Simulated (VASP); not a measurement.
# GaSb3 (Cmmm) in VASP: relaxation of cell and atoms with PBE

Aim: the relaxation of cell and atoms of GaSb3 with PBE.

All numbers are computed with VASP 6.6.1; they aren't measurements. Logs are shortened: lines on timing, memory, paths and dates and some standing lists are left out, and cuts for length are marked.

**1. The cell of the first run**

Symmetry: Cmmm, No. 65, orthorhombic system. Conventional cell: a = 6.107 Å, b = 6.247 Å, c = 5.633 Å, α = 90.00°, β = 90.00°, γ = 90.00°. Ga (site symmetry mmm) has 8 Sb at 3.05 to 3.20 Å within 4.0 Å. Sb (site symmetry m2m) has 6 Sb at 3.02 to 3.25 Å and 2 Ga at 3.20 Å within 4.0 Å. Within 4.0 Å of Sb (site symmetry mmm) lie 4 Ga at 3.05 to 3.12 Å and 4 Sb at 3.25 Å.

The cell was generated, and may not be a known phase.

**2. Relaxation of cell and atoms, PBE**

File INCAR:

```
ALGO = Normal
EDIFF = 1E-6
EDIFFG = -0.01
ENCUT = 600
GGA = PE
IBRION = 2
ISIF = 3
ISMEAR = 0
LASPH = True
LCHARG = False
LREAL = False
LWAVE = False
NELM = 80
NSW = 100
PREC = Accurate
SIGMA = 0.1
```

File KPOINTS:

```
k-points
0
Gamma
  10 10 8
```

File POSCAR:

```
GaSb3
1.0
    3.0534335216     -3.1234295478      0.0000000000
    3.0534335216      3.1234295478      0.0000000000
    0.0000000000      0.0000000000      5.6333190040
Ga Sb
1 3
Direct
    0.5000000000      0.5000000000      0.0000000000
    0.7417158801      0.2582841199      0.5000000000
    0.2582841199      0.7417158801      0.5000000000
    0.0000000000      0.0000000000      0.0000000000
```

Potentials or basis: VASP PAW PBE potentials, release 64 (Ga_d, Sb).

The run is started by

```
$ cat potpaw_PBE.64/Ga_d/POTCAR potpaw_PBE.64/Sb/POTCAR > POTCAR
$ mpirun -np 1 vasp_std > vasp.out
```

OUTCAR:

```text
EDIFF = 1E-6
   EDIFFG = -0.01
   ENCUT = 600
   GGA = PE
   IBRION = 2
   ISIF = 3
   ISMEAR = 0
   LASPH = True
   LREAL = False
   NELM = 80
   NSW = 100
   PREC = Accurate

 ion  position               nearest neighbor table
   1  0.500  0.500  0.000-   4 3.05   4 3.05   4 3.12   4 3.12   3 3.20   3 3.20   2 3.20   2 3.20

   2  0.742  0.258  0.500-   3 3.02   3 3.06   3 3.06   1 3.20   1 3.20   3 3.23   4 3.25   4 3.25

   3  0.258  0.742  0.500-   2 3.02   2 3.06   2 3.06   1 3.20   1 3.20   2 3.23   4 3.25   4 3.25

   4  0.000  0.000  0.000-   1 3.05   1 3.05   1 3.12   1 3.12   3 3.25   2 3.25   3 3.25   2 3.25

  LATTYP: Found a base centered orthorhombic cell.
 ALAT       =     6.1068670432
 B/A-ratio  =     1.0229237105
 C/A-ratio  =     0.9224564681

  Lattice vectors:

 A1 = (   3.0534335216,  -3.1234295478,   0.0000000000)
 A2 = (   3.0534335216,   3.1234295478,   0.0000000000)
 A3 = (   0.0000000000,   0.0000000000,   5.6333190040)

Analysis of symmetry for initial positions (statically):
=====================================================================
 Subroutine PRICEL returns:
 Original cell was already a primitive cell.

 Routine SETGRP: Setting up the symmetry group for a
 base centered orthorhombic supercell.

 Subroutine GETGRP returns: Found  8 space group operations
 (whereof  8 operations were pure point group operations)
 out of a pool of  8 trial point group operations.

The static configuration has the point symmetry D_2h.

Analysis of symmetry for dynamics (positions and initial velocities):
=====================================================================
 Subroutine PRICEL returns:
 Original cell was already a primitive cell.

 Routine SETGRP: Setting up the symmetry group for a
 base centered orthorhombic supercell.

 Subroutine GETGRP returns: Found  8 space group operations
 (whereof  8 operations were pure point group operations)
 out of a pool of  8 trial point group operations.

The dynamic configuration has the point symmetry D_2h.

 Subroutine INISYM returns: Found  8 space group operations
 (whereof  8 operations are pure point group operations),
 and found     1 'primitive' translations

----------------------------------------------------------------------------------------

                                     Primitive cell

  volume of cell :     107.4520

  direct lattice vectors                    reciprocal lattice vectors
     3.053433522 -3.123429548  0.000000000     0.163750085 -0.160080448  0.000000000
     3.053433522  3.123429548  0.000000000     0.163750085  0.160080448  0.000000000
     0.000000000  0.000000000  5.633319004     0.000000000  0.000000000  0.177515244

  length of vectors
     4.367982190  4.367982190  5.633319004     0.228997468  0.228997468  0.177515244

  position of ions in fractional coordinates (direct lattice)
     0.500000000  0.500000000  0.000000000
     0.741715880  0.258284120  0.500000000
     0.258284120  0.741715880  0.500000000
     0.000000000  0.000000000  0.000000000

  ion indices of the primitive-cell ions
   primitive index   ion index
                 1           1
                 2           2
                 3           3
                 4           4

----------------------------------------------------------------------------------------

 KPOINTS: k-points

Automatic generation of k-mesh.
 Grid dimensions read from file:
 generate k-points for:   10   10    8

 Generating k-lattice:

  Cartesian coordinates                     Fractional coordinates (reciprocal lattice)
     0.016375009 -0.016008045  0.000000000     0.100000000 -0.000000000  0.000000000
     0.016375009  0.016008045  0.000000000    -0.000000000  0.100000000  0.000000000
     0.000000000  0.000000000  0.022189406     0.000000000  0.000000000  0.125000000

  Length of vectors
     0.022899747  0.022899747  0.022189406

  Shift w.r.t. Gamma in fractional coordinates (k-lattice)
     0.000000000  0.000000000  0.000000000

 Subroutine IBZKPT returns following result:
 ===========================================

 Found    155 irreducible k-points:

 Following reciprocal coordinates:
            Coordinates               Weight
  0.000000  0.000000  0.000000      1.000000
  0.100000  0.000000  0.000000      4.000000
  0.200000  0.000000  0.000000      4.000000
  0.300000  0.000000  0.000000      4.000000
  0.400000  0.000000  0.000000      4.000000
  0.500000  0.000000  0.000000      2.000000
[... 16 lines left out ...]
  0.300000  0.300000  0.000000      2.000000
  0.400000  0.300000  0.000000      4.000000
 [... further k-points ...]
   k-points           NKPTS =    155   k-points in BZ     NKDIM =    155   number of bands    NBANDS=     18
   number of dos      NEDOS =    301   number of ions     NIONS =      4
   total plane-waves  NPLWV =  62208
   dimension x,y,z NGX =    36 NGY =   36 NGZ =   48
   dimension x,y,z NGXF=    72 NGYF=   72 NGZF=   96
   ions per type =               1   3
   NGX,Y,Z   is equivalent  to a cutoff of  13.70, 13.70, 14.17 a.u.
   NGXF,Y,Z  is equivalent  to a cutoff of  27.40, 27.40, 28.33 a.u.
 SYSTEM =  unknown system
   PREC   = accura    normal or accurate (medium, high low for compatibility)
   ISTART =      0    job   : 0-new  1-cont  2-samecut
   ICHARG =      2    charge: 1-file 2-atom 10-const
   ISPIN  =      1    spin polarized calculation?
   LNONCOLLINEAR =      F non collinear calculations
   LSORBIT =      F    spin-orbit coupling
   LASPH  =      T    aspherical Exc in radial PAW
   ENCUT  =  600.0 eV  44.10 Ry    6.64 a.u.   8.72  8.72 11.25*2*pi/ulx,y,z
   NELM   =     80;   NELMIN=  2; NELMDL= -5     # of ELM steps
   EDIFF  = 0.1E-05   stopping-criterion for ELM
   LREAL  =      F    real-space projection
   EDIFFG = -.1E-01   stopping-criterion for IOM
   NSW    =    100    number of steps for IOM
   IBRION =      2    ionic relax: 0-MD 1-quasi-New 2-CG
   NFREE  =      1    steps in history (QN), initial steepest desc. (CG)
   ISIF   =      3    stress and relaxation
   ISYM   =      2    0-nonsym 1-usesym 2-fastsym
   POTIM  = 0.5000    time-step for ionic-motion
   TEBEG  =    0.0;   TEEND  =   0.0 temperature during run
   PSTRESS=    0.0 pullay stress
   NELECT =      28.0000    total number of electrons
   NUPDOWN=      -1.0000    fix difference up-down
   EMIN   =  10.00;   EMAX   =-10.00  energy-range for DOS
   EFERMI =   0.00;   METHOD = LEGACY
   ISMEAR =     0;   SIGMA  =   0.10  broadening in eV -4-tet -1-fermi 0-gaus
   EFERMI_NEDOS =   21; number of points for ismear=-14 and -15
   IALGO  =     38    algorithm
   IMIX   =      4    mixing-type and parameters
     AMIX     =   0.40;   BMIX     =  1.00
     AMIX_MAG =   1.60;   BMIX_MAG =  1.00
  volume/ion in A,a.u.               =      26.86       181.28
  Fermi-wavevector in a.u.,A,eV,Ry     =   1.045657  1.976006 14.876596  1.093399
  Thomas-Fermi vector in A             =   2.180462
   LORBIT       =      0    0 simple, 1 ext, 2 COOP (PROOUT), +10 PAW based schemes
   GGA     = PE    functional components
   LHFCALC =     F    Hartree Fock is set to
   AEXX    =    0.0000 exact exchange contribution
   IVDW    =     0    specifies the selected vdW correction
   LEPSILON=     F    determine dielectric tensor
   LRPA    =     F    only Hartree local field effects (RPA)
 conjugate gradient relaxation of ions
 non-spin polarized calculation
 Gauss-broadening in eV      SIGMA  =   0.10
  energy-cutoff  :      600.00
  volume of cell :      107.45
 maximum number of plane-waves:      3612
   NGX = 17   NGY = 17   NGZ = 23

--------------------------------------- Ionic step        1  -------------------------------------------

 number of electron      28.0000000 magnetization

 Free energy of the ion-electron system (eV)
  ---------------------------------------------------
  ext. energy  EPLUGINS =         0.00000000
  ---------------------------------------------------
  free energy    TOTEN  =       -14.85831157 eV

  energy without entropy =      -14.84733382  energy(sigma->0) =      -14.85282270

------------------------ aborting loop because EDIFF is reached ----------------------------------------

  FORCE on cell =-STRESS in cart. coord.  units (eV):
  Direction    XX          YY          ZZ          XY          YZ          ZX
  --------------------------------------------------------------------------------------
  -------------------------------------------------------------------------------------
  Total       -0.7071843      0.8416467      0.2039121      0.0000000      0.0000000      0.0000000
  in kB      -10.5445653     12.5494842      3.0404589      0.0000000      0.0000000      0.0000000
  external PRESSURE =       1.6817926 kB  Pullay stress =       0.0000000 kB
[... 95 lines left out ...]
  FREE ENERGIE OF THE ION-ELECTRON SYSTEM (eV)
  ---------------------------------------------------
  free  energy   TOTEN  =       -14.8717098532 eV

  energy  without entropy=      -14.8617938978  energy(sigma->0) =      -14.86675188

[... ionic steps 4 to 8 ...]

--------------------------------------- Ionic step        9  -------------------------------------------

 number of electron      27.9999995 magnetization

------------------------ aborting loop because EDIFF is reached ----------------------------------------
[... 71 lines left out ...]
--------------------------------------- Ionic step       11  -------------------------------------------

 number of electron      27.9999996 magnetization

 Free energy of the ion-electron system (eV)
  ---------------------------------------------------
  ext. energy  EPLUGINS =         0.00000000
  ---------------------------------------------------
  free energy    TOTEN  =       -14.87669308 eV

  energy without entropy =      -14.86481512  energy(sigma->0) =      -14.87075410

 E-fermi :   6.9129     XC(G=0):  -9.9375

 val. band max:        6.9112009114   @ k =   0.2000   0.2000   0.5000
 cond. band min:       6.9243123482   @ k =  -0.3000   0.2000   0.0000
 fundamental gap:      0.0131114368
 Fermi energy:         6.9129419292

 k-point     1 :       0.0000    0.0000    0.0000
  band No.  band energies     occupation
      1      -7.8947      2.00000
      2      -7.8831      2.00000
      3      -7.8585      2.00000
      4      -7.8537      2.00000
      5      -7.8459      2.00000
      6      -5.3718      2.00000
[... 481 lines left out ...]
      5      -7.8429      2.00000
      6      -3.6694      2.00000
[... 10 lines left out ...]
     17      10.4495      0.00000
     18      10.6752      0.00000

 [... further k-points ...]

------------------------ aborting loop because EDIFF is reached ----------------------------------------

  FORCE on cell =-STRESS in cart. coord.  units (eV):
  Direction    XX          YY          ZZ          XY          YZ          ZX
  --------------------------------------------------------------------------------------
  -------------------------------------------------------------------------------------
  Total        0.0305533     -0.0156055      0.0398417      0.0000000      0.0000000      0.0000000
  in kB        0.4533315     -0.2315455      0.5911476      0.0000000      0.0000000      0.0000000
  external PRESSURE =       0.2709779 kB  Pullay stress =       0.0000000 kB
[... 19 lines left out ...]
  FREE ENERGIE OF THE ION-ELECTRON SYSTEM (eV)
  ---------------------------------------------------
  free  energy   TOTEN  =       -14.8766930819 eV

  energy  without entropy=      -14.8648151176  energy(sigma->0) =      -14.87075410

 reached required accuracy - stopping structural energy minimisation
```

It took 16 min on 1 thread of Intel Xeon Platinum 8488C (Sapphire Rapids), shared host; peak memory 0.52 GiB.

What came out:

```yaml
Free_energy: -14.8767 eV
Relaxed_volume: 27.00 Å³/atom
Relaxed_cell: a = 4.388 Å, b = 4.388 Å, c = 5.616 Å, α = 90.00°, β = 90.00°, γ = 92.96°
Space_group_after_relaxing_to_0.1_Å: Cmmm (No. 65)
Energy_gained_by_relaxing: 4.6 meV/atom
Ionic_steps: 11
Pressure_after_relaxing: 0.0 GPa
Largest_force_after_relaxing: 0.004 eV/Å
Band_gap_on_the_k_mesh: zero (bands 14 and 15 overlap by 3.42 eV)
```

Forces on the atoms (eV/Å):
```
Ga   0.000  0.000  0.000
Sb   0.000 -0.004  0.000
Sb   0.000  0.004  0.000
Sb   0.000  0.000  0.000
```

Step by step:
```csv
step,energy change (eV),largest force (eV/Å),pressure (GPa),volume (Å³)
1,0.0000,0.1803,0.17,107.45
2,-0.0120,0.1385,-0.06,107.88
3,-0.0134,0.1184,-0.14,108.07
4,-0.0153,0.0924,0.05,107.73
5,-0.0164,0.0624,0.26,107.34
6,-0.0165,0.0518,0.34,107.20
7,-0.0176,0.0362,0.14,107.59
8,-0.0181,0.0236,-0.02,107.98
9,-0.0181,0.0213,-0.05,108.06
10,-0.0182,0.0159,-0.02,108.04
11,-0.0184,0.0037,0.03,107.98
```

Final structure:
```
Ga Sb
1.0
     3.02141   -3.18173    0.00000
     3.02141    3.18173    0.00000
     0.00000    0.00000    5.61629
Ga Sb
1 3
Direct
  0.50000 0.50000 0.00000
  0.75024 0.24976 0.50000
  0.24976 0.75024 0.50000
  0.00000 0.00000 0.00000
```

Caveat: spin-orbit coupling is left out, which moves the levels of the heavy elements.
